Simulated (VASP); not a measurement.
Wanted: the native input for a VASP 6.6.1 run.

```yaml
Task: single point
Functional: r2SCAN
Potentials_or_basis: VASP PAW PBE potentials, release 64 (Cd, S)
Cutoff: 520 eV
k_mesh: 8 × 8 × 8
Occupations: gaussian, width 0.02 eV
Spin: no spin polarisation
Dipole_correction: no
Further_INCAR_settings: ALGO = Normal; EDIFF = 1e-06; NBANDS = 16
```

The system is CdS (Hawleyite).

```
CELL_PARAMETERS angstrom
0.00000 2.93910 2.93910
2.93910 0.00000 2.93910
2.93910 2.93910 0.00000
ATOMIC_POSITIONS crystal
Cd 0.00000 0.00000 0.00000
S 0.25000 0.25000 0.25000
```

These files were run (other wordings do the same):

POSCAR

```
CdS
1.0
    0.0000000000      2.9391034063      2.9391034063
    2.9391034063      0.0000000000      2.9391034063
    2.9391034063      2.9391034063      0.0000000000
Cd S
1 1
Direct
    0.0000000000      0.0000000000      0.0000000000
    0.2500000000      0.2500000000      0.2500000000
```

INCAR.step1

```
  ALGO = Normal
  EDIFF = 1E-4
  ENCUT = 520
  GGA = PE
  ISMEAR = 0
  LASPH = T
  LCHARG = F
  LREAL = F
  LWAVE = T
  NBANDS = 16
  NELM = 60
  PREC = Accurate
  SIGMA = 0.02
```

INCAR.step2

```
  ALGO = Normal
  EDIFF = 1E-6
  ENCUT = 520
  ISIF = 2
  ISMEAR = 0
  ISTART = 1
  LASPH = T
  LCHARG = F
  LMIXTAU = T
  LREAL = F
  LWAVE = F
  METAGGA = R2SCAN
  NBANDS = 16
  NELM = 60
  PREC = Accurate
  SIGMA = 0.02
```

KPOINTS

```
k-points
0
Gamma
  8 8 8
```

Potentials or basis: VASP PAW PBE potentials, release 64 (Cd, S).

The run is started by

```console
$ cat potpaw_PBE.64/Cd/POTCAR potpaw_PBE.64/S/POTCAR > POTCAR
$ cp INCAR.step1 INCAR
$ mpirun -np 1 vasp_std > vasp.out
$ cp INCAR.step2 INCAR
$ mpirun -np 1 vasp_std > vasp.out
```

It gave:

| Quantity | Value |
| --- | --- |
| Pressure | 0.3 GPa |
| Band gap on the k mesh | 1.54 eV, direct |

Caveat: the PAW data sets were made with another functional, which shifts forces and pressure a little.

Wall time 33 s on 1 thread of Intel(R) Xeon(R) 6975P-C (Granite Rapids) (shared host), peak memory 0.19 GiB.
